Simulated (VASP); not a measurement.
# Cd (Fm-3m) in VASP: further runs

Cd is run at these levels: PBE; tasks: single point.

All numbers are computed with VASP 6.6.1; they aren't measurements. Logs are shortened: lines on timing, memory, paths and dates and some standing lists are left out, and cuts for length are marked.

## (1) The cell of the first run

It takes space group Fm-3m (No. 225, cubic). The conventional cell has a = 4.534 Å, b = 4.534 Å, c = 4.534 Å, α = 90.00°, β = 90.00°, γ = 90.00°. Within 4.2 Å of Cd (site symmetry m-3m) lie 12 Cd at 3.21 Å.

This isn't the form of Cd at room conditions, which is hcp.

## (2) Single point, PBE

INCAR

```
SYSTEM = Cd
PREC = Accurate
ENCUT = 520
EDIFF = 1E-6
ISMEAR = -1
SIGMA = 0.06122561905347299
LREAL = .FALSE.
LASPH = .TRUE.
NELM = 100
ALGO = Normal
ISIF = 2
LWAVE = .FALSE.
LCHARG = .FALSE.
GGA = PE
NBANDS = 12
```

KPOINTS

```
regular mesh
0
G
  21 21 21
  0 0 0
```

POSCAR

```
Cd
1.0
    0.0000000000      2.2672112002      2.2672112002
    2.2672112002      0.0000000000      2.2672112002
    2.2672112002      2.2672112002      0.0000000000
Cd
1
Direct
    0.0000000000      0.0000000000      0.0000000000
```

Potentials or basis: VASP PAW PBE potentials, release 64 (Cd).

Run with:

```sh
$ cat potpaw_PBE.64/Cd/POTCAR > POTCAR
$ mpirun -np 1 vasp_std > vasp.out
```

OUTCAR:

```text
SYSTEM = Cd
   PREC = Accurate
   ENCUT = 520
   EDIFF = 1E-6
   ISMEAR = -1
   LREAL = .FALSE.
   LASPH = .TRUE.
   NELM = 100
   ISIF = 2
   GGA = PE

 ion  position               nearest neighbor table
   1  0.000  0.000  0.000-

  LATTYP: Found a face centered cubic cell.
 ALAT       =     4.5344224004

  Lattice vectors:

 A1 = (   0.0000000000,   2.2672112002,   2.2672112002)
 A2 = (   2.2672112002,   0.0000000000,   2.2672112002)
 A3 = (   2.2672112002,   2.2672112002,   0.0000000000)

Analysis of symmetry for initial positions (statically):
=====================================================================
 Subroutine PRICEL returns:
 Original cell was already a primitive cell.

 Routine SETGRP: Setting up the symmetry group for a
 face centered cubic supercell.

 Subroutine GETGRP returns: Found 48 space group operations
 (whereof 48 operations were pure point group operations)
 out of a pool of 48 trial point group operations.

The static configuration has the point symmetry O_h .

Analysis of symmetry for dynamics (positions and initial velocities):
=====================================================================
 Subroutine PRICEL returns:
 Original cell was already a primitive cell.

 Routine SETGRP: Setting up the symmetry group for a
 face centered cubic supercell.

 Subroutine GETGRP returns: Found 48 space group operations
 (whereof 48 operations were pure point group operations)
 out of a pool of 48 trial point group operations.

The dynamic configuration has the point symmetry O_h .

 Subroutine INISYM returns: Found 48 space group operations
 (whereof 48 operations are pure point group operations),
 and found     1 'primitive' translations

----------------------------------------------------------------------------------------

                                     Primitive cell

  volume of cell :      23.3080

  direct lattice vectors                    reciprocal lattice vectors
     0.000000000  2.267211200  2.267211200    -0.220535255  0.220535255  0.220535255
     2.267211200  0.000000000  2.267211200     0.220535255 -0.220535255  0.220535255
     2.267211200  2.267211200  0.000000000     0.220535255  0.220535255 -0.220535255

  length of vectors
     3.206320828  3.206320828  3.206320828     0.381978266  0.381978266  0.381978266

  position of ions in fractional coordinates (direct lattice)
     0.000000000  0.000000000  0.000000000

  ion indices of the primitive-cell ions
   primitive index   ion index
                 1           1

----------------------------------------------------------------------------------------

 KPOINTS: regular mesh

Automatic generation of k-mesh.
 Grid dimensions read from file:
 generate k-points for:   21   21   21

 Generating k-lattice:

  Cartesian coordinates                     Fractional coordinates (reciprocal lattice)
    -0.010501679  0.010501679  0.010501679     0.047619048  0.000000000  0.000000000
     0.010501679 -0.010501679  0.010501679     0.000000000  0.047619048  0.000000000
     0.010501679  0.010501679 -0.010501679     0.000000000  0.000000000  0.047619048

  Length of vectors
     0.018189441  0.018189441  0.018189441

  Shift w.r.t. Gamma in fractional coordinates (k-lattice)
     0.000000000  0.000000000  0.000000000

 Subroutine IBZKPT returns following result:
 ===========================================

 Found    286 irreducible k-points:

 Following reciprocal coordinates:
            Coordinates               Weight
  0.000000  0.000000  0.000000      1.000000
  0.047619  0.000000  0.000000      8.000000
  0.095238  0.000000  0.000000      8.000000
  0.142857  0.000000  0.000000      8.000000
  0.190476  0.000000  0.000000      8.000000
  0.238095  0.000000  0.000000      8.000000
[... 16 lines left out ...]
 -0.428571  0.047619  0.000000     24.000000
 -0.380952  0.047619  0.000000     24.000000
 [... further k-points ...]
   k-points           NKPTS =    286   k-points in BZ     NKDIM =    286   number of bands    NBANDS=     12
   number of dos      NEDOS =    301   number of ions     NIONS =      1
   total plane-waves  NPLWV =  13824
   dimension x,y,z NGX =    24 NGY =   24 NGZ =   24
   dimension x,y,z NGXF=    48 NGYF=   48 NGZF=   48
   ions per type =               1
   NGX,Y,Z   is equivalent  to a cutoff of  12.44, 12.44, 12.44 a.u.
   NGXF,Y,Z  is equivalent  to a cutoff of  24.89, 24.89, 24.89 a.u.
 SYSTEM =  Cd
   PREC   = accura    normal or accurate (medium, high low for compatibility)
   ISTART =      0    job   : 0-new  1-cont  2-samecut
   ICHARG =      2    charge: 1-file 2-atom 10-const
   ISPIN  =      1    spin polarized calculation?
   LNONCOLLINEAR =      F non collinear calculations
   LSORBIT =      F    spin-orbit coupling
   LASPH  =      T    aspherical Exc in radial PAW
   ENCUT  =  520.0 eV  38.22 Ry    6.18 a.u.   5.96  5.96  5.96*2*pi/ulx,y,z
   NELM   =    100;   NELMIN=  2; NELMDL= -5     # of ELM steps
   EDIFF  = 0.1E-05   stopping-criterion for ELM
   LREAL  =      F    real-space projection
   EDIFFG = 0.1E-04   stopping-criterion for IOM
   NSW    =      0    number of steps for IOM
   IBRION =     -1    ionic relax: 0-MD 1-quasi-New 2-CG
   NFREE  =      0    steps in history (QN), initial steepest desc. (CG)
   ISIF   =      2    stress and relaxation
   ISYM   =      2    0-nonsym 1-usesym 2-fastsym
   POTIM  = 0.5000    time-step for ionic-motion
   TEBEG  =    0.0;   TEEND  =   0.0 temperature during run
   PSTRESS=    0.0 pullay stress
   NELECT =      12.0000    total number of electrons
   NUPDOWN=      -1.0000    fix difference up-down
   EMIN   =  10.00;   EMAX   =-10.00  energy-range for DOS
   EFERMI =   0.00;   METHOD = LEGACY
   ISMEAR =    -1;   SIGMA  =   0.06  broadening in eV -4-tet -1-fermi 0-gaus
   EFERMI_NEDOS =   21; number of points for ismear=-14 and -15
   IALGO  =     38    algorithm
   IMIX   =      4    mixing-type and parameters
     AMIX     =   0.40;   BMIX     =  1.00
     AMIX_MAG =   1.60;   BMIX_MAG =  1.00
  volume/ion in A,a.u.               =      23.31       157.29
  Fermi-wavevector in a.u.,A,eV,Ry     =   1.312099  2.479508 23.423841  1.721604
  Thomas-Fermi vector in A             =   2.442515
   LORBIT       =      0    0 simple, 1 ext, 2 COOP (PROOUT), +10 PAW based schemes
   GGA     = PE    functional components
   LHFCALC =     F    Hartree Fock is set to
   AEXX    =    0.0000 exact exchange contribution
   IVDW    =     0    specifies the selected vdW correction
   LEPSILON=     F    determine dielectric tensor
   LRPA    =     F    only Hartree local field effects (RPA)
 non-spin polarized calculation
  energy-cutoff  :      520.00
  volume of cell :       23.31
 maximum number of plane-waves:       638
   NGX = 11   NGY = 11   NGZ = 11

 number of electron      11.9999994 magnetization

 Free energy of the ion-electron system (eV)
  ---------------------------------------------------
  ext. energy  EPLUGINS =         0.00000000
  ---------------------------------------------------
  free energy    TOTEN  =        -0.74146912 eV

  energy without entropy =       -0.73650887  energy(sigma->0) =       -0.73898900

 E-fermi :   2.3481     XC(G=0): -10.6436

 val. band max:        2.3475399338   @ k =   0.4762   0.0952   0.0000
 cond. band min:       2.3635598430   @ k =  -0.3333   0.3810   0.1905
 fundamental gap:      0.0160199092
 Fermi energy:         2.3480753399

 k-point     1 :       0.0000    0.0000    0.0000
  band No.  band energies     occupation
      1      -6.5933      2.00000
      2      -6.5933      2.00000
      3      -6.5933      2.00000
      4      -6.2011      2.00000
      5      -6.2011      2.00000
      6      -5.9348      2.00000
      7      16.0372      0.00000
      8      16.6790      0.00000
      9      16.6790      0.00000
     10      16.6790      0.00000
     11      19.9583      0.00000
     12      19.9583      0.00000

 k-point     2 :       0.0476    0.0000    0.0000
  band No.  band energies     occupation
      1      -6.5979      2.00000
      2      -6.5848      2.00000
      3      -6.5848      2.00000
      4      -6.2031      2.00000
      5      -6.2031      2.00000
      6      -5.8791      2.00000
      7      15.6004      0.00000
      8      16.2397      0.00000
      9      16.5782      0.00000
     10      16.5782      0.00000
     11      20.1291      0.00000
     12      20.1291      0.00000

 k-point     3 :       0.0952    0.0000    0.0000
  band No.  band energies     occupation
      1      -6.6160      2.00000
      2      -6.5617      2.00000
      3      -6.5617      2.00000
      4      -6.2072      2.00000
      5      -6.2072      2.00000
      6      -5.7068      2.00000
      7      14.0227      0.00000
      8      16.1797      0.00000
      9      16.3249      0.00000
     10      16.3249      0.00000
     11      20.5466      0.00000
     12      20.5836      0.00000
[... 286 lines left out ...]
 k-point    23 :      -0.4286    0.0476    0.0000
  band No.  band energies     occupation
      1      -6.9710      2.00000
      2      -6.5861      2.00000
      3      -6.5701      2.00000
      4      -5.9099      2.00000
      5      -5.9035      2.00000
      6      -0.6958      2.00000
      7       2.2125      1.80306
      8      13.5474      0.00000
      9      14.4244      0.00000
     10      15.1235      0.00000
     11      18.3090      0.00000
     12      18.7836      0.00000

 k-point    24 :      -0.3810    0.0476    0.0000
  band No.  band energies     occupation
      1      -6.9407      2.00000
      2      -6.5697      2.00000
      3      -6.5567      2.00000
      4      -5.9619      2.00000
      5      -5.9332      2.00000
      6      -1.7259      2.00000
      7       3.5815      0.00000
      8      13.4779      0.00000
      9      14.7864      0.00000
     10      15.3474      0.00000
     11      18.3163      0.00000
     12      18.8834      0.00000

 [... further k-points ...]
[... 5 lines left out ...]
  --------------------------------------------------------------------------------------
  -------------------------------------------------------------------------------------
  Total       -0.0881993     -0.0881993     -0.0881993     -0.0000000     -0.0000000      0.0000000
  in kB       -6.0627504     -6.0627504     -6.0627504     -0.0000000     -0.0000000      0.0000000
  external PRESSURE =      -6.0627504 kB  Pullay stress =       0.0000000 kB

 VOLUME and BASIS-vectors are now :
 -----------------------------------------------------------------------------
  energy-cutoff  :      520.00
  volume of cell :       23.31
      direct lattice vectors                 reciprocal lattice vectors
     0.000000000  2.267211200  2.267211200    -0.220535255  0.220535255  0.220535255
     2.267211200  0.000000000  2.267211200     0.220535255 -0.220535255  0.220535255
     2.267211200  2.267211200  0.000000000     0.220535255  0.220535255 -0.220535255

 POSITION                                       TOTAL-FORCE (eV/Angst)
 -----------------------------------------------------------------------------------
      0.00000      0.00000      0.00000         0.000000      0.000000      0.000000
 -----------------------------------------------------------------------------------
    total drift:                               -0.000000     -0.000000     -0.000000

  FREE ENERGIE OF THE ION-ELECTRON SYSTEM (eV)
  ---------------------------------------------------
  free  energy   TOTEN  =        -0.7414691248 eV

  energy  without entropy=       -0.7365088740  energy(sigma->0) =       -0.73898900
```

It took 22 s on 1 thread of AMD EPYC 9R45 (Zen 5), shared host; peak memory 0.17 GiB.

Results:

```yaml
Free_energy: -0.7415 eV
Pressure: -0.6 GPa
Band_gap_on_the_k_mesh: zero (bands 6 and 7 overlap by 2.75 eV)
```

## (3) Single point, PBE

INCAR

```
PREC = Accurate
ENCUT = 520
EDIFF = 1E-7
ISMEAR = -1
SIGMA = 0.06122561905347299
LREAL = False
LASPH = True
NELM = 100
ALGO = Normal
ISIF = 2
LWAVE = False
LCHARG = False
GGA = PE
NBANDS = 12
```

KPOINTS

```
regular mesh
0
Gamma
  21 21 21
```

POSCAR is that of step 2.

Potentials or basis: VASP PAW PBE potentials, release 64 (Cd).

Run with:

```sh
$ cat potpaw_PBE.64/Cd/POTCAR > POTCAR
$ mpirun -np 1 vasp_std > vasp.out
```

Run time: 24 s. Hardware: 1 thread of AMD EPYC 9R45 (Zen 5), shared host; peak memory 0.16 GiB.

The run converged. Its results:

- Free energy: -0.7415 eV
- Pressure: -0.6 GPa
- Band gap on the k mesh: zero (bands 6 and 7 overlap by 2.75 eV)

Levels at points of the mesh, in eV from the Fermi level:
```
           k point  band 4  band 5  band 6  band 7  band 8  band 9
(0.00, 0.00, 0.00)   -8.55   -8.55   -8.28   13.69   14.33   14.33
```

## (4) Single point, PBE

This run uses another cell than the first one, of 23.77 Å³/atom.

INCAR

```
  PREC = Accurate
  ENCUT = 520
  EDIFF = 1E-6
  ISMEAR = -1
  SIGMA = 0.06122561905347299
  LREAL = F
  LASPH = T
  NELM = 60
  ALGO = Normal
  ISIF = 2
  LWAVE = F
  LCHARG = F
  GGA = PE
  NBANDS = 12
```

KPOINTS is that of step 3.

POSCAR

```
Cd
1.0
    0.0000000000      2.2819337634      2.2819337634
    2.2819337634      0.0000000000      2.2819337634
    2.2819337634      2.2819337634      0.0000000000
Cd
1
Direct
    0.0000000000      0.0000000000      0.0000000000
```

Run with:

```sh
$ cat potpaw_PBE.64/Cd/POTCAR > POTCAR
$ mpirun -np 1 vasp_std > vasp.out
```

It took 21 s on 1 thread of AMD EPYC 9R45 (Zen 5), shared host; peak memory 0.17 GiB.

The run converged. Its results:

* Free energy: -0.7388 eV
* Pressure: -1.3 GPa
* Band gap on the k mesh: zero (bands 6 and 7 overlap by 2.77 eV)

Levels at points of the mesh, in eV from the Fermi level:
| k point | band 4 | band 5 | band 6 | band 7 | band 8 | band 9 |
| --- | --- | --- | --- | --- | --- | --- |
| (0.00, 0.00, 0.00) | -8.52 | -8.52 | -8.15 | 13.62 | 14.14 | 14.14 |

## (5) Single point, PBE

This run uses another cell than the first one, of 23.77 Å³/atom.

INCAR

```
SYSTEM = Cd
  ALGO = Normal
  EDIFF = 1E-6
  ENCUT = 520
  GGA = PE
  ISIF = 2
  ISMEAR = -1
  LASPH = .True.
  LCHARG = .False.
  LREAL = .False.
  LWAVE = .False.
  NBANDS = 12
  NELM = 100
  PREC = Accurate
  SIGMA = 0.06122561905347299
```

KPOINTS

```
k-points
0
Gamma
  21 21 21
  0 0 0
```

POSCAR is that of step 4.

Run with:

```sh
$ cat potpaw_PBE.64/Cd/POTCAR > POTCAR
$ mpirun -np 1 vasp_std > vasp.out
```

Wall time 21 s (1 thread of AMD EPYC 9R45 (Zen 5), shared host); peak memory 0.17 GiB.

Results (log left out):

```
Free energy            : -0.7388 eV
Pressure               : -1.3 GPa
Band gap on the k mesh : zero (bands 6 and 7 overlap by 2.77 eV)
```

Levels at points of the mesh, in eV from the Fermi level:
```
           k point  band 4  band 5  band 6  band 7  band 8  band 9
(0.00, 0.00, 0.00)   -8.52   -8.52   -8.15   13.62   14.14   14.14
```

(Part 1 of 2 ends here.)

The gap in the log of VASP goes by the Fermi energy; the results here count the filled bands.